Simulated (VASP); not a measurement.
Write the native input for VASP 6.6.1 that does the following.

| Property | Result |
| --- | --- |
| Task | relaxation of volume and atoms at fixed shape |
| Functional | LDA |
| Potentials or basis | VASP PAW LDA potentials, release 64 (Nb_sv, Pd) |
| Cutoff | 500 eV |
| k mesh | 5 × 5 × 5 |
| Occupations | methfessel-paxton, width 0.05 eV |
| Spin | no spin polarisation |
| Dipole correction | no |
| Further INCAR settings | ALGO = Normal; EDIFF = 1e-07; IBRION = 2; EDIFFG = -0.03; NSW = 80; ISIF = 8 |

The structure of Nb5Pd3 lies in POSCAR:

```
Nb5Pd3
1.0
    0.0000000000      4.0775000000      4.0775000000
    4.0775000000      0.0000000000      4.0775000000
    4.0775000000      4.0775000000      0.0000000000
Nb Pd
5 3
Direct
    0.0000000000      0.0000000000      0.0000000000
    0.0000000000      0.5000000000      0.0000000000
    0.5000000000      0.0000000000      0.0000000000
    0.5000000000      0.0000000000      0.5000000000
    0.5000000000      0.5000000000      0.0000000000
    0.0000000000      0.0000000000      0.5000000000
    0.0000000000      0.5000000000      0.5000000000
    0.5000000000      0.5000000000      0.5000000000
```

One way to write it, as run:

INCAR

```
ALGO = Normal
EDIFF = 1E-7
EDIFFG = -0.03
ENCUT = 500
GGA_COMPAT = F
IBRION = 2
ISIF = 8
ISMEAR = 1
LASPH = T
LCHARG = F
LREAL = F
LWAVE = F
NELM = 120
NELMIN = 4
NSW = 80
PREC = Accurate
SIGMA = 0.05
```

KPOINTS

```
k-points
0
Gamma
  5 5 5
```

Potentials or basis: VASP PAW LDA potentials, release 64 (Nb_sv, Pd).

Run with:

```bash
$ cat potpaw_LDA.64/Nb_sv/POTCAR potpaw_LDA.64/Pd/POTCAR > POTCAR
$ mpirun -np 1 vasp_std > vasp.out
```

Results of the run:

```json
{
  "Relaxed volume": "15.97 Å³/atom",
  "Relaxed cell": "a = 5.653 Å, b = 5.653 Å, c = 5.653 Å, α = 60.00°, β = 60.00°, γ = 60.00°",
  "Space group after relaxing (to 0.1 Å)": "R-3m (No. 166)",
  "Energy gained by relaxing": "35.5 meV/atom",
  "Ionic steps": "4",
  "Pressure after relaxing": "-0.1 GPa",
  "Band gap on the k mesh": "zero (an odd number of electrons rules out a gap without spin polarisation)"
}
```

Run time: 6.3 min on 1 thread of Intel(R) Xeon(R) 6975P-C (Granite Rapids) (shared host), peak memory 0.28 GiB.
